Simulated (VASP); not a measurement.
# SnO2 (P4_2/mnm) in VASP: further runs

Runs on SnO2. Level: PBE. Tasks: single point.

Program: VASP 6.6.1. These are calculated values, not measurements. Logs are shortened: lines on timing, memory, paths and dates and some standing lists are left out, and cuts for length are marked.

### Step 1. The cell of the first run

The structure is tetragonal, space group P4_2/mnm (No. 136). Conventional cell: a = 4.737 Å, b = 4.737 Å, c = 3.186 Å, α = 90.00°, β = 90.00°, γ = 90.00°. Within 2.7 Å of Sn (site symmetry mmm) lie 6 O at 2.05 to 2.06 Å. Within 2.7 Å of O (site symmetry m2m) lie 3 Sn at 2.05 to 2.06 Å and 1 O at 2.60 Å.

### Step 2. Single point, PBE

Contents of INCAR:

```
PREC = Accurate
ENCUT = 520
EDIFF = 1E-6
ISMEAR = 0
SIGMA = 0.1
LREAL = False
LASPH = True
NELM = 80
ALGO = Normal
ISIF = 2
LWAVE = False
LCHARG = False
GGA = PE
NBANDS = 35
```

Contents of KPOINTS:

```
Automatic mesh
0
Gamma
  4 4 6
```

Contents of POSCAR:

```
SnO2
1.0
    4.7373499900      0.0000000000      0.0000000000
    0.0000000000      4.7373499900      0.0000000000
    0.0000000000      0.0000000000      3.1863999400
Sn O
2 4
Direct
    0.0000000000      0.0000000000      0.0000000000
    0.5000000000      0.5000000000      0.5000000000
    0.3056200100      0.3056200100      0.0000000000
    0.1943799900      0.8056200100      0.5000000000
    0.6943799900      0.6943799900      0.0000000000
    0.8056200100      0.1943799900      0.5000000000
```

Potentials or basis: VASP PAW PBE potentials, release 64 (Sn_d, O).

Launch:

```bash
$ cat potpaw_PBE.64/Sn_d/POTCAR potpaw_PBE.64/O/POTCAR > POTCAR
$ mpirun -np 1 vasp_std > vasp.out
```

OUTCAR:

```text
PREC = Accurate
   ENCUT = 520
   EDIFF = 1E-6
   ISMEAR = 0
   LREAL = False
   LASPH = True
   NELM = 80
   ISIF = 2
   GGA = PE

 ion  position               nearest neighbor table
   1  0.000  0.000  0.000-   3 2.05   5 2.05   4 2.06   6 2.06   4 2.06   6 2.06   2 3.71   2 3.71
                             2 3.71   2 3.71   2 3.71   2 3.71   2 3.71   2 3.71
   2  0.500  0.500  0.500-   4 2.05   6 2.05   5 2.06   3 2.06   3 2.06   5 2.06   1 3.71   1 3.71
                             1 3.71   1 3.71   1 3.71   1 3.71   1 3.71   1 3.71
   3  0.306  0.306  0.000-   1 2.05   2 2.06   2 2.06
   4  0.194  0.806  0.500-   2 2.05   1 2.06   1 2.06
   5  0.694  0.694  0.000-   1 2.05   2 2.06   2 2.06
   6  0.806  0.194  0.500-   2 2.05   1 2.06   1 2.06

  LATTYP: Found a simple tetragonal cell.
 ALAT       =     4.7373499900
 C/A-ratio  =     0.6726123142

  Lattice vectors:

 A1 = (   4.7373499900,   0.0000000000,   0.0000000000)
 A2 = (   0.0000000000,   4.7373499900,   0.0000000000)
 A3 = (   0.0000000000,   0.0000000000,   3.1863999400)

Analysis of symmetry for initial positions (statically):
=====================================================================
 Subroutine PRICEL returns:
 Original cell was already a primitive cell.

 Routine SETGRP: Setting up the symmetry group for a
 simple tetragonal supercell.

 Subroutine GETGRP returns: Found 16 space group operations
 (whereof  8 operations were pure point group operations)
 out of a pool of 16 trial point group operations.

The static configuration has the point symmetry D_2h.
 The point group associated with its full space group is D_4h.

Analysis of symmetry for dynamics (positions and initial velocities):
=====================================================================
 Subroutine PRICEL returns:
 Original cell was already a primitive cell.

 Routine SETGRP: Setting up the symmetry group for a
 simple tetragonal supercell.

 Subroutine GETGRP returns: Found 16 space group operations
 (whereof  8 operations were pure point group operations)
 out of a pool of 16 trial point group operations.

The dynamic configuration has the point symmetry D_2h.
 The point group associated with its full space group is D_4h.

 Subroutine INISYM returns: Found 16 space group operations
 (whereof  8 operations are pure point group operations),
 and found     1 'primitive' translations

----------------------------------------------------------------------------------------

                                     Primitive cell

  volume of cell :      71.5107

  direct lattice vectors                    reciprocal lattice vectors
     4.737349990  0.000000000  0.000000000     0.211088478  0.000000000  0.000000000
     0.000000000  4.737349990  0.000000000     0.000000000  0.211088478  0.000000000
     0.000000000  0.000000000  3.186399940     0.000000000  0.000000000  0.313833800

  length of vectors
     4.737349990  4.737349990  3.186399940     0.211088478  0.211088478  0.313833800

  position of ions in fractional coordinates (direct lattice)
     0.000000000  0.000000000  0.000000000
     0.500000000  0.500000000  0.500000000
     0.305620010  0.305620010  0.000000000
     0.194379990  0.805620010  0.500000000
     0.694379990  0.694379990  0.000000000
     0.805620010  0.194379990  0.500000000

  ion indices of the primitive-cell ions
   primitive index   ion index
                 1           1
                 2           2
                 3           3
                 4           4
                 5           5
                 6           6

----------------------------------------------------------------------------------------

 KPOINTS: Automatic mesh

Automatic generation of k-mesh.
 Grid dimensions read from file:
 generate k-points for:    4    4    6

 Generating k-lattice:

  Cartesian coordinates                     Fractional coordinates (reciprocal lattice)
     0.052772120  0.000000000  0.000000000     0.250000000  0.000000000  0.000000000
     0.000000000  0.052772120  0.000000000     0.000000000  0.250000000  0.000000000
     0.000000000  0.000000000  0.052305633     0.000000000  0.000000000  0.166666667

  Length of vectors
     0.052772120  0.052772120  0.052305633

  Shift w.r.t. Gamma in fractional coordinates (k-lattice)
     0.000000000  0.000000000  0.000000000

 Subroutine IBZKPT returns following result:
 ===========================================

 Found     24 irreducible k-points:

 Following reciprocal coordinates:
            Coordinates               Weight
  0.000000  0.000000  0.000000      1.000000
  0.250000  0.000000  0.000000      4.000000
  0.500000  0.000000  0.000000      2.000000
  0.250000  0.250000  0.000000      4.000000
  0.500000  0.250000  0.000000      4.000000
  0.500000  0.500000  0.000000      1.000000
[... 16 lines left out ...]
  0.500000  0.250000  0.500000      4.000000
  0.500000  0.500000  0.500000      1.000000
[... 55 lines left out ...]
   NGX = 17   NGY = 17   NGZ = 11

 number of electron      51.9999990 magnetization

 Free energy of the ion-electron system (eV)
  ---------------------------------------------------
  ext. energy  EPLUGINS =         0.00000000
  ---------------------------------------------------
  free energy    TOTEN  =       -37.16364879 eV

  energy without entropy =      -37.16364879  energy(sigma->0) =      -37.16364879

 E-fermi :   6.5728     XC(G=0): -11.2616

 val. band max:        6.1530457327   @ k =   0.0000   0.0000   0.0000
 cond. band min:       7.3959676904   @ k =   0.0000   0.0000   0.0000
 fundamental gap:      1.2429219577
 Fermi energy:         6.5727913739

 k-point     1 :       0.0000    0.0000    0.0000
  band No.  band energies     occupation
      1     -14.9645      2.00000
      2     -14.1641      2.00000
      3     -13.9068      2.00000
      4     -13.8794      2.00000
      5     -13.8794      2.00000
      6     -13.8162      2.00000
[... 27 lines left out ...]
     34      18.3300      0.00000
     35      18.7686      0.00000

 k-point     2 :       0.2500    0.0000    0.0000
  band No.  band energies     occupation
      1     -14.8677      2.00000
      2     -14.2839      2.00000
      3     -13.9068      2.00000
      4     -13.8787      2.00000
      5     -13.8756      2.00000
      6     -13.8754      2.00000
[... 27 lines left out ...]
     34      18.3650      0.00000
     35      18.7677      0.00000

 k-point     3 :       0.5000    0.0000    0.0000
  band No.  band energies     occupation
      1     -14.6012      2.00000
      2     -14.6012      2.00000
      3     -13.9055      2.00000
      4     -13.9055      2.00000
      5     -13.8714      2.00000
      6     -13.8714      2.00000
[... 27 lines left out ...]
     34      18.6558      0.00000
     35      18.7586      0.00000

 k-point     4 :       0.2500    0.2500    0.0000
  band No.  band energies     occupation
      1     -14.8179      2.00000
      2     -14.4119      2.00000
      3     -13.9046      2.00000
      4     -13.8832      2.00000
      5     -13.8807      2.00000
      6     -13.8714      2.00000
[... 27 lines left out ...]
     34      18.2947      0.00000
     35      18.6344      0.00000

 k-point     5 :       0.5000    0.2500    0.0000
  band No.  band energies     occupation
      1     -14.6531      2.00000
      2     -14.6531      2.00000
      3     -13.8922      2.00000
      4     -13.8922      2.00000
      5     -13.8768      2.00000
      6     -13.8768      2.00000
[... 638 lines left out ...]
 k-point    22 :       0.2500    0.2500    0.5000
  band No.  band energies     occupation
      1     -14.8868      2.00000
      2     -14.6971      2.00000
      3     -14.2289      2.00000
      4     -13.8953      2.00000
      5     -13.7507      2.00000
      6     -13.7467      2.00000
[... 27 lines left out ...]
     34      18.2431      0.00000
     35      18.7453      0.00000

 k-point    23 :       0.5000    0.2500    0.5000
  band No.  band energies     occupation
      1     -14.8134      2.00000
      2     -14.8134      2.00000
      3     -14.0535      2.00000
      4     -14.0535      2.00000
      5     -13.7476      2.00000
      6     -13.7476      2.00000
[... 27 lines left out ...]
     34      17.7052      0.00000
     35      19.0004      0.00000

 k-point    24 :       0.5000    0.5000    0.5000
  band No.  band energies     occupation
      1     -14.7042      2.00000
      2     -14.7042      2.00000
      3     -14.2360      2.00000
      4     -14.2360      2.00000
      5     -13.7431      2.00000
      6     -13.7431      2.00000
[... 27 lines left out ...]
     34      17.3126      0.00000
     35      19.3061      0.00000

------------------------ aborting loop because EDIFF is reached ----------------------------------------

  FORCE on cell =-STRESS in cart. coord.  units (eV):
  Direction    XX          YY          ZZ          XY          YZ          ZX
  --------------------------------------------------------------------------------------
  -------------------------------------------------------------------------------------
  Total        4.7497722      4.7497722      5.9184629      0.0000000      0.0000000      0.0000000
  in kB      106.4172751    106.4172751    132.6014527      0.0000000      0.0000000      0.0000000
  external PRESSURE =     115.1453343 kB  Pullay stress =       0.0000000 kB

 VOLUME and BASIS-vectors are now :
 -----------------------------------------------------------------------------
  energy-cutoff  :      520.00
  volume of cell :       71.51
      direct lattice vectors                 reciprocal lattice vectors
     4.737349990  0.000000000  0.000000000     0.211088478  0.000000000  0.000000000
     0.000000000  4.737349990  0.000000000     0.000000000  0.211088478  0.000000000
     0.000000000  0.000000000  3.186399940     0.000000000  0.000000000  0.313833800

 POSITION                                       TOTAL-FORCE (eV/Angst)
 -----------------------------------------------------------------------------------
      0.00000      0.00000      0.00000         0.000000     -0.000000      0.000000
      2.36867      2.36867      1.59320         0.000000     -0.000000      0.000000
      1.44783      1.44783      0.00000        -0.036506     -0.036506      0.000000
      0.92085      3.81650      1.59320         0.036506     -0.036506      0.000000
      3.28952      3.28952      0.00000         0.036506      0.036506      0.000000
      3.81650      0.92085      1.59320        -0.036506      0.036506      0.000000
 -----------------------------------------------------------------------------------
    total drift:                                0.000000      0.000000      0.000000

  FREE ENERGIE OF THE ION-ELECTRON SYSTEM (eV)
  ---------------------------------------------------
  free  energy   TOTEN  =       -37.1636487943 eV

  energy  without entropy=      -37.1636487943  energy(sigma->0) =      -37.16364879
```

Wall time 36 s (1 thread of Intel Xeon 8259CL, shared host); peak memory 0.17 GiB.

Results:

| Property | Result |
| --- | --- |
| Free energy | -37.1636 eV |
| Pressure | 11.5 GPa |
| Largest force | 0.052 eV/Å |
| Band gap on the k mesh | 1.24 eV |

Forces on the atoms (eV/Å):
```
Sn   0.000  0.000  0.000
Sn   0.000  0.000  0.000
O   -0.037 -0.037  0.000
O    0.037 -0.037  0.000
O    0.037  0.037  0.000
O   -0.037  0.037  0.000
```

Levels at points of the mesh, in eV from the valence-band top:
| k point | band 23 | band 24 | band 25 | band 26 | band 27 | band 28 | band 29 | band 30 |
| --- | --- | --- | --- | --- | --- | --- | --- | --- |
| (0.00, 0.00, 0.00) | -1.24 | -0.79 | -0.79 | 0.00 | 1.24 | 6.20 | 6.33 | 6.33 |
| (0.50, 0.00, 0.00) | -1.20 | -1.20 | -0.63 | -0.63 | 4.44 | 4.44 | 7.11 | 7.11 |
| (0.50, 0.50, 0.00) | -1.32 | -1.32 | -0.91 | -0.91 | 4.87 | 4.87 | 7.54 | 7.54 |
| (0.00, 0.00, 0.50) | -1.67 | -1.67 | -1.26 | -1.26 | 6.19 | 6.19 | 9.76 | 9.76 |
| (0.50, 0.00, 0.50) | -1.11 | -1.11 | -0.71 | -0.71 | 6.47 | 6.47 | 8.06 | 8.06 |
| (0.50, 0.50, 0.50) | -0.96 | -0.96 | -0.84 | -0.84 | 4.84 | 4.84 | 8.93 | 8.93 |

Caveat: the cell stands under pressure; spin-orbit coupling is left out, which moves the levels of the heavy elements.

### Step 3. Single point, PBE

This run uses another cell than the first one, of 12.56 Å³/atom.

Contents of INCAR:

```
ALGO = Normal ; EDIFF = 1E-6
ENCUT = 520 ; GGA = PE
ISIF = 2 ; ISMEAR = 0
LASPH = T ; LCHARG = T
LELF = T ; LREAL = F
LVHAR = T ; LWAVE = F
NBANDS = 35 ; NELM = 60
PREC = Accurate ; SIGMA = 0.1
```

Contents of KPOINTS:

```
k-points
0
Gamma
  4 4 6
```

Contents of POSCAR:

```
SnO2
1.0
    4.8254276686      0.0000000000      0.0000000000
    0.0000000000      4.8254276686      0.0000000000
    0.0000000000      0.0000000000      3.2372800157
Sn O
2 4
Direct
    0.0000000000      0.0000000000      0.0000000000
    0.5000000000      0.5000000000      0.5000000000
    0.3067491140      0.3067491140      0.0000000000
    0.1932508860      0.8067491140      0.5000000000
    0.6932508860      0.6932508860      0.0000000000
    0.8067491140      0.1932508860      0.5000000000
```

Potentials or basis: VASP PAW PBE potentials, release 64 (Sn_d, O).

Launch:

```bash
$ cat potpaw_PBE.64/Sn_d/POTCAR potpaw_PBE.64/O/POTCAR > POTCAR
$ mpirun -np 1 vasp_std > vasp.out
```

Wall time 40 s (1 thread of Intel Xeon 8259CL, shared host); peak memory 0.17 GiB.

Results (log left out):

```yaml
Free_energy: -37.3088 eV
Pressure: 0.8 GPa
Largest_force: 0.043 eV/Å
Band_gap_on_the_k_mesh: 0.68 eV
```

Forces in eV/Å, atoms in the order of the input:
```
Sn   0.000  0.000  0.000
Sn   0.000  0.000  0.000
O   -0.031 -0.031  0.000
O    0.031 -0.031  0.000
O    0.031  0.031  0.000
O   -0.031  0.031  0.000
```

Stress tensor (GPa, compression positive):
```
0.70 0.00 0.00
0.00 0.70 0.00
0.00 0.00 1.04
```

Levels at points of the mesh, in eV from the valence-band top:
| k point | band 24 | band 25 | band 26 | band 27 | band 28 | band 29 |
| --- | --- | --- | --- | --- | --- | --- |
| (0.00, 0.00, 0.00) | -0.74 | -0.74 | 0.00 | 0.68 | 5.69 | 6.07 |
| (0.50, 0.00, 0.00) | -1.21 | -0.61 | -0.61 | 3.89 | 3.89 | 6.81 |
| (0.50, 0.50, 0.00) | -1.33 | -0.85 | -0.85 | 4.28 | 4.28 | 7.16 |
| (0.00, 0.00, 0.50) | -1.53 | -1.18 | -1.18 | 5.60 | 5.60 | 9.37 |
| (0.50, 0.00, 0.50) | -1.02 | -0.75 | -0.75 | 5.86 | 5.86 | 7.61 |
| (0.50, 0.50, 0.50) | -0.92 | -0.78 | -0.78 | 4.37 | 4.37 | 8.61 |

Caveat: spin-orbit coupling is left out, which moves the levels of the heavy elements. Expect the measured gap to be larger: semilocal functionals such as PBE lack the derivative discontinuity.

### Step 4. Single point, PBE

This run uses another cell than the first one, of 12.58 Å³/atom.

Contents of INCAR:

```
SYSTEM = SnO2
PREC = Accurate
ENCUT = 520
EDIFF = 1E-6
ISMEAR = 0
SIGMA = 0.02
LREAL = .False.
LASPH = .True.
NELM = 80
ALGO = Normal
ISIF = 2
LWAVE = .False.
LCHARG = .False.
GGA = PE
NBANDS = 35
```

Contents of KPOINTS:

```
Automatic mesh
0
Gamma
  6 6 8
  0 0 0
```

Contents of POSCAR:

```
SnO2
1.0
    4.8276980514      0.0000000000      0.0000000000
    0.0000000000      4.8276980514      0.0000000000
    0.0000000000      0.0000000000      3.2379897381
Sn O
2 4
Direct
    0.0000000000      0.0000000000      0.0000000000
    0.5000000000      0.5000000000      0.5000000000
    0.3066055412      0.3066055412      0.0000000000
    0.1933944588      0.8066055412      0.5000000000
    0.6933944588      0.6933944588      0.0000000000
    0.8066055412      0.1933944588      0.5000000000
```

Launch:

```bash
$ cat potpaw_PBE.64/Sn_d/POTCAR potpaw_PBE.64/O/POTCAR > POTCAR
$ mpirun -np 1 vasp_std > vasp.out
```

Run time: 78 s. Hardware: 1 thread of Intel Xeon 8259CL, shared host; peak memory 0.21 GiB.

The run converged. Its results:

```yaml
Free_energy: -37.3110 eV
Pressure: 0.6 GPa
Largest_force: 0.020 eV/Å
Band_gap_on_the_k_mesh: 0.67 eV
```

Forces in eV/Å, atoms in the order of the input:
```
Sn   0.000  0.000  0.000
Sn   0.000  0.000  0.000
O   -0.014 -0.014  0.000
O    0.014 -0.014  0.000
O    0.014  0.014  0.000
O   -0.014  0.014  0.000
```

Stress tensor (GPa, compression positive):
```
0.50 0.00 0.00
0.00 0.50 0.00
0.00 0.00 0.82
```

Levels at points of the mesh, in eV from the valence-band top:
| k point | band 22 | band 23 | band 24 | band 25 | band 26 | band 27 | band 28 | band 29 | band 30 | band 31 |
| --- | --- | --- | --- | --- | --- | --- | --- | --- | --- | --- |
| (0.00, 0.00, 0.00) | -1.26 | -1.26 | -0.74 | -0.74 | 0.00 | 0.67 | 5.69 | 6.06 | 6.06 | 10.12 |
| (0.50, 0.00, 0.00) | -1.90 | -1.21 | -1.21 | -0.61 | -0.61 | 3.88 | 3.88 | 6.81 | 6.81 | 10.40 |
| (0.50, 0.50, 0.00) | -1.87 | -1.33 | -1.33 | -0.85 | -0.85 | 4.27 | 4.27 | 7.15 | 7.15 | 10.48 |
| (0.00, 0.00, 0.50) | -2.57 | -1.53 | -1.53 | -1.18 | -1.18 | 5.59 | 5.59 | 9.36 | 9.36 | 10.31 |
| (0.50, 0.00, 0.50) | -1.66 | -1.02 | -1.02 | -0.75 | -0.75 | 5.85 | 5.85 | 7.60 | 7.60 | 10.58 |
| (0.50, 0.50, 0.50) | -2.43 | -0.92 | -0.92 | -0.78 | -0.78 | 4.35 | 4.35 | 8.61 | 8.61 | 10.57 |

Caveat: spin-orbit coupling is left out, which moves the levels of the heavy elements. A hybrid or GW would open this gap; PBE tends to underestimate it.

### Step 5. Summary

```csv
cell,k mesh,smearing,gap on the mesh (eV),pressure (GPa),largest force (eV/Å)
"a = 4.737, b = 4.737, c = 3.186 Å, 6 atoms",4 × 4 × 6,gaussian 0.1 eV,1.24,11.5,0.05
"a = 4.825, b = 4.825, c = 3.237 Å, 6 atoms",4 × 4 × 6,gaussian 0.1 eV,0.68,0.8,0.04
"a = 4.828, b = 4.828, c = 3.238 Å, 6 atoms",6 × 6 × 8,gaussian 0.02 eV,0.67,0.6,0.02
```

Alike in all rows: task single point; level PBE; potentials or basis VASP PAW PBE potentials, release 64 (Sn_d, O); no spin polarisation; cutoff (eV) 520.

Caveats: spin-orbit coupling is left out, which moves the levels of the heavy elements; the cell stands under pressure (at least some runs).

Total energies depend on the potentials used, so only differences within one code and one set of settings carry meaning.
